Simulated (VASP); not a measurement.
# LiF (I4/mmm) in VASP: notebook, part 2 of 2

VASP 6.6.1. The steps go on from the part before.

### 4 Single point, PBE

This run uses another cell than the first one, of the same volume but with other edges.

INCAR

```
ALGO = Normal
EDIFF = 1E-7
ENCUT = 520
GGA = PE
ISIF = 2
ISMEAR = 0
LASPH = T
LCHARG = F
LREAL = F
LWAVE = F
NBANDS = 12
NELM = 60
PREC = Accurate
SIGMA = 0.05
```

KPOINTS

```
k-points
0
Gamma
  12 12 12
```

POSCAR

```
LiF
1.0
    0.0000000000      2.1261137246      1.8071966659
    2.1261137246      0.0000000000      1.8071966659
    2.1261137246      2.1261137246      0.0000000000
Li F
1 1
Direct
    0.0000000000      0.0000000000      0.0000000000
    0.5000000000      0.5000000000      0.5000000000
```

Potentials or basis: VASP PAW PBE potentials, release 64 (Li_sv, F).

Started as:

```console
$ cat potpaw_PBE.64/Li_sv/POTCAR potpaw_PBE.64/F/POTCAR > POTCAR
$ mpirun -np 1 vasp_std > vasp.out
```

OUTCAR:

```text
EDIFF = 1E-7
   ENCUT = 520
   GGA = PE
   ISIF = 2
   ISMEAR = 0
   LASPH = T
   LREAL = F
   NELM = 60
   PREC = Accurate

 ion  position               nearest neighbor table
   1  0.000  0.000  0.000-   2 1.81   2 1.81   2 2.13   2 2.13   2 2.13   2 2.13
   2  0.500  0.500  0.500-   1 1.81   1 1.81   1 2.13   1 2.13   1 2.13   1 2.13

  LATTYP: Found a body centered tetragonal cell.
 ALAT       =     3.0067788645
 C/A-ratio  =     1.2020815280

  Lattice vectors:

 A1 = (   0.0000000000,  -2.1261137246,  -1.8071966659)
 A2 = (   0.0000000000,   2.1261137246,  -1.8071966659)
 A3 = (   2.1261137246,   0.0000000000,   1.8071966659)

Analysis of symmetry for initial positions (statically):
=====================================================================
 Subroutine PRICEL returns:
 Original cell was already a primitive cell.

 Routine SETGRP: Setting up the symmetry group for a
 body centered tetragonal supercell.

 Subroutine GETGRP returns: Found 16 space group operations
 (whereof 16 operations were pure point group operations)
 out of a pool of 16 trial point group operations.

The static configuration has the point symmetry D_4h.

Analysis of symmetry for dynamics (positions and initial velocities):
=====================================================================
 Subroutine PRICEL returns:
 Original cell was already a primitive cell.

 Routine SETGRP: Setting up the symmetry group for a
 body centered tetragonal supercell.

 Subroutine GETGRP returns: Found 16 space group operations
 (whereof 16 operations were pure point group operations)
 out of a pool of 16 trial point group operations.

The dynamic configuration has the point symmetry D_4h.

 Subroutine INISYM returns: Found 16 space group operations
 (whereof 16 operations are pure point group operations),
 and found     1 'primitive' translations

----------------------------------------------------------------------------------------

                                     Primitive cell

  volume of cell :      16.3384

  direct lattice vectors                    reciprocal lattice vectors
     0.000000000  2.126113725  1.807196666    -0.235170863  0.235170863  0.276671604
     2.126113725  0.000000000  1.807196666     0.235170863 -0.235170863  0.276671604
     2.126113725  2.126113725  0.000000000     0.235170863  0.235170863 -0.276671604

  length of vectors
     2.790397706  2.790397706  3.006778864     0.432617436  0.432617436  0.432617436

  position of ions in fractional coordinates (direct lattice)
     0.000000000  0.000000000  0.000000000
     0.500000000  0.500000000  0.500000000

  ion indices of the primitive-cell ions
   primitive index   ion index
                 1           1
                 2           2

----------------------------------------------------------------------------------------

 KPOINTS: k-points

Automatic generation of k-mesh.
 Grid dimensions read from file:
 generate k-points for:   12   12   12

 Generating k-lattice:

  Cartesian coordinates                     Fractional coordinates (reciprocal lattice)
    -0.019597572  0.019597572  0.023055967     0.083333333  0.000000000  0.000000000
     0.019597572 -0.019597572  0.023055967     0.000000000  0.083333333  0.000000000
     0.019597572  0.019597572 -0.023055967    -0.000000000 -0.000000000  0.083333333

[... 40 lines left out ...]
   total plane-waves  NPLWV =  13824
   dimension x,y,z NGX =    24 NGY =   24 NGZ =   24
   dimension x,y,z NGXF=    48 NGYF=   48 NGZF=   48
   ions per type =               1   1
   NGX,Y,Z   is equivalent  to a cutoff of  14.30, 14.30, 13.27 a.u.
   NGXF,Y,Z  is equivalent  to a cutoff of  28.60, 28.60, 26.54 a.u.
 SYSTEM =  unknown system
   PREC   = accura    normal or accurate (medium, high low for compatibility)
   ISTART =      0    job   : 0-new  1-cont  2-samecut
   ICHARG =      2    charge: 1-file 2-atom 10-const
   ISPIN  =      1    spin polarized calculation?
   LNONCOLLINEAR =      F non collinear calculations
   LSORBIT =      F    spin-orbit coupling
   LASPH  =      T    aspherical Exc in radial PAW
   ENCUT  =  520.0 eV  38.22 Ry    6.18 a.u.   5.19  5.19  5.59*2*pi/ulx,y,z
   NELM   =     60;   NELMIN=  2; NELMDL= -5     # of ELM steps
   EDIFF  = 0.1E-06   stopping-criterion for ELM
   LREAL  =      F    real-space projection
   EDIFFG = 0.1E-05   stopping-criterion for IOM
   NSW    =      0    number of steps for IOM
   IBRION =     -1    ionic relax: 0-MD 1-quasi-New 2-CG
   NFREE  =      0    steps in history (QN), initial steepest desc. (CG)
   ISIF   =      2    stress and relaxation
   ISYM   =      2    0-nonsym 1-usesym 2-fastsym
   POTIM  = 0.5000    time-step for ionic-motion
   TEBEG  =    0.0;   TEEND  =   0.0 temperature during run
   PSTRESS=    0.0 pullay stress
   NELECT =      10.0000    total number of electrons
   NUPDOWN=      -1.0000    fix difference up-down
   EMIN   =  10.00;   EMAX   =-10.00  energy-range for DOS
   EFERMI =   0.00;   METHOD = LEGACY
   ISMEAR =     0;   SIGMA  =   0.05  broadening in eV -4-tet -1-fermi 0-gaus
   EFERMI_NEDOS =   21; number of points for ismear=-14 and -15
   IALGO  =     38    algorithm
   IMIX   =      4    mixing-type and parameters
     AMIX     =   0.40;   BMIX     =  1.00
     AMIX_MAG =   1.60;   BMIX_MAG =  1.00
  volume/ion in A,a.u.               =       8.17        55.13
  Fermi-wavevector in a.u.,A,eV,Ry     =   1.389970  2.626662 26.286674  1.932016
  Thomas-Fermi vector in A             =   2.513950
   LORBIT       =      0    0 simple, 1 ext, 2 COOP (PROOUT), +10 PAW based schemes
   GGA     = PE    functional components
   LHFCALC =     F    Hartree Fock is set to
   AEXX    =    0.0000 exact exchange contribution
   IVDW    =     0    specifies the selected vdW correction
   LEPSILON=     F    determine dielectric tensor
   LRPA    =     F    only Hartree local field effects (RPA)
 non-spin polarized calculation
 Gauss-broadening in eV      SIGMA  =   0.05
  energy-cutoff  :      520.00
  volume of cell :       16.34
 maximum number of plane-waves:       467
 NGX is ok and might be reduce to    24

 number of electron      10.0000000 magnetization

 number of electron       9.9999993 magnetization

 Free energy of the ion-electron system (eV)
  ---------------------------------------------------
  ext. energy  EPLUGINS =         0.00000000
  ---------------------------------------------------
  free energy    TOTEN  =        -9.54712309 eV

  energy without entropy =       -9.54712309  energy(sigma->0) =       -9.54712309

 E-fermi :  -0.7426     XC(G=0):  -9.9393

 val. band max:       -0.9338448814   @ k =   0.0000   0.0000   0.0000
 cond. band min:       7.9208667709   @ k =   0.0000   0.0000   0.0000
 fundamental gap:      8.8547116522
 Fermi energy:        -0.7426288857

 k-point     1 :       0.0000    0.0000    0.0000
  band No.  band energies     occupation
      1     -41.8690      2.00000
      2     -21.0240      2.00000
      3      -1.4609      2.00000
      4      -0.9338      2.00000
      5      -0.9338      2.00000
      6       7.9209      0.00000
      7      21.9008      0.00000
      8      21.9008      0.00000
      9      23.2099      0.00000
     10      23.2099      0.00000
     11      24.5304      0.00000
     12      25.9592      0.00000
[... 331 lines left out ...]
 k-point    24 :      -0.4167    0.1667    0.0000
  band No.  band energies     occupation
      1     -41.7997      2.00000
      2     -20.5272      2.00000
      3      -3.4380      2.00000
      4      -1.9349      2.00000
      5      -1.6222      2.00000
      6      10.7485      0.00000
      7      15.7339      0.00000
      8      16.9588      0.00000
      9      19.3939      0.00000
     10      25.6092      0.00000
     11      29.1099      0.00000
     12      30.2614      0.00000

 [... further k-points ...]

------------------------ aborting loop because EDIFF is reached ----------------------------------------

  FORCE on cell =-STRESS in cart. coord.  units (eV):
  Direction    XX          YY          ZZ          XY          YZ          ZX
  --------------------------------------------------------------------------------------
  -------------------------------------------------------------------------------------
  Total       -0.0393432     -0.0393432      1.8684752      0.0000000      0.0000000     -0.0000000
  in kB       -3.8580858     -3.8580858    183.2270233      0.0000000      0.0000000     -0.0000000
  external PRESSURE =      58.5036172 kB  Pullay stress =       0.0000000 kB

 VOLUME and BASIS-vectors are now :
 -----------------------------------------------------------------------------
  energy-cutoff  :      520.00
  volume of cell :       16.34
      direct lattice vectors                 reciprocal lattice vectors
     0.000000000  2.126113725  1.807196666    -0.235170863  0.235170863  0.276671604
     2.126113725  0.000000000  1.807196666     0.235170863 -0.235170863  0.276671604
     2.126113725  2.126113725  0.000000000     0.235170863  0.235170863 -0.276671604

 POSITION                                       TOTAL-FORCE (eV/Angst)
 -----------------------------------------------------------------------------------
      0.00000      0.00000      0.00000         0.000000      0.000000      0.000000
      2.12611      2.12611      1.80720        -0.000000     -0.000000     -0.000000
 -----------------------------------------------------------------------------------
    total drift:                                0.000000     -0.000000      0.000000

  FREE ENERGIE OF THE ION-ELECTRON SYSTEM (eV)
  ---------------------------------------------------
  free  energy   TOTEN  =        -9.5471230910 eV

  energy  without entropy=       -9.5471230910  energy(sigma->0) =       -9.54712309
```

OSZICAR:

```text
N       E                     dE             d eps       ncg     rms          rms(c)
DAV:   1     0.326216439550E+02    0.32622E+02   -0.54149E+03  4064   0.847E+02
DAV:   2    -0.899247367671E+01   -0.41614E+02   -0.40781E+02  4720   0.190E+02
DAV:   3    -0.100924872984E+02   -0.11000E+01   -0.10977E+01  5144   0.268E+01
DAV:   4    -0.101034851320E+02   -0.10998E-01   -0.10997E-01  4556   0.284E+00
DAV:   5    -0.101036459326E+02   -0.16080E-03   -0.16080E-03  5088   0.246E-01    0.471E+00
DAV:   6    -0.953407907816E+01    0.56957E+00   -0.27100E+00  4396   0.102E+01    0.142E+00
DAV:   7    -0.953907231652E+01   -0.49932E-02   -0.20462E-02  5248   0.127E+00    0.884E-01
DAV:   8    -0.954698402401E+01   -0.79117E-02   -0.16210E-02  4780   0.131E+00    0.115E-01
DAV:   9    -0.954703535764E+01   -0.51334E-04   -0.10639E-03  4708   0.285E-01    0.461E-02
DAV:  10    -0.954711838757E+01   -0.83030E-04   -0.15448E-04  4404   0.933E-02    0.130E-02
DAV:  11    -0.954712230898E+01   -0.39214E-05   -0.53406E-06  5160   0.224E-02    0.156E-03
DAV:  12    -0.954712311510E+01   -0.80611E-06   -0.43776E-07  4456   0.599E-03    0.771E-04
DAV:  13    -0.954712309103E+01    0.24069E-07   -0.32925E-08  3212   0.158E-03
   1 F= -.95471231E+01 E0= -.95471231E+01  d E =-.147839E-10
```

Run time: 80 s. Hardware: 1 thread of AMD EPYC 7R13, shared host; peak memory 0.12 GiB.

What came out:

```yaml
Free_energy: -9.5471 eV
Band_gap_on_the_k_mesh: 8.85 eV, direct
```

Caveat: the cutoff is under 1.25 times the usual one of these potentials, so pressure, stress and relaxed cells hold a basis-set (Pulay) error.

### 5 Summary

```csv
cell,gap on the mesh (eV)
"a = 2.769, b = 2.769, c = 3.197 Å, angles 54.7, 54.7, 70.5°, 2 atoms",8.47
"a = 3.108, b = 3.108, c = 2.538 Å, angles 65.9, 65.9, 48.2°, 2 atoms",8.34
"a = 2.790, b = 2.790, c = 3.007 Å, angles 57.4, 57.4, 65.2°, 2 atoms",8.85
```

Alike in all rows: task single point; level PBE; potentials or basis VASP PAW PBE potentials, release 64 (Li_sv, F); no spin polarisation; k mesh 12 × 12 × 12; cutoff (eV) 520; smearing gaussian 0.05 eV.

Caveats: the cutoff is under 1.25 times the usual one of these potentials, so pressure, stress and relaxed cells hold a basis-set (Pulay) error.

Total energies depend on the potentials used, so only differences within one code and one set of settings carry meaning.
